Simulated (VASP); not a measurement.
TePb: single point with r2SCAN

Crystal: TePb.

```
Pb Te
1.0
     0.00000    3.64149    3.64149
     3.64149    0.00000    3.64149
     3.64149    3.64149    0.00000
Pb Te
1 1
Direct
  0.00000 0.00000 0.00000
  0.25000 0.25000 0.25000
```

- Program: VASP 6.6.1
- Task: single point
- Functional: r2SCAN
- Potentials or basis: VASP PAW PBE potentials, release 64 (Pb_d, Te)
- Cutoff: 520 eV
- k mesh: 6 × 6 × 6
- Occupations: gaussian, width 0.01 eV
- Spin: no spin polarisation
- Dipole correction: no
- Further INCAR settings: ALGO = Normal; EDIFF = 1e-06; NBANDS = 17

| Item | Value |
| --- | --- |
| Pressure | 0.0 GPa |
| Band gap on the k mesh | 0.91 eV (least direct gap 1.37 eV) |

Levels at points of the mesh, in eV from the valence-band top:
```
           k point  band 8  band 9  band 10  band 11  band 12  band 13
(0.00, 0.00, 0.00)   -1.40   -1.40    -1.40     1.87     1.87     1.87
(0.50, 0.00, 0.00)   -1.97   -1.97    -1.81     2.71     2.71     4.16
(0.50, 0.50, 0.00)   -2.66   -2.66    -0.46     0.91     4.88     4.88
```

Wall time 72 s on 1 thread of Intel(R) Xeon(R) Platinum 8488C (Sapphire Rapids) (shared host), peak memory 0.27 GiB.

Caveat: the PAW data sets were made with another functional, which shifts forces and pressure a little; spin-orbit coupling is left out, which moves the levels of the heavy elements. A k mesh can miss the band edges.
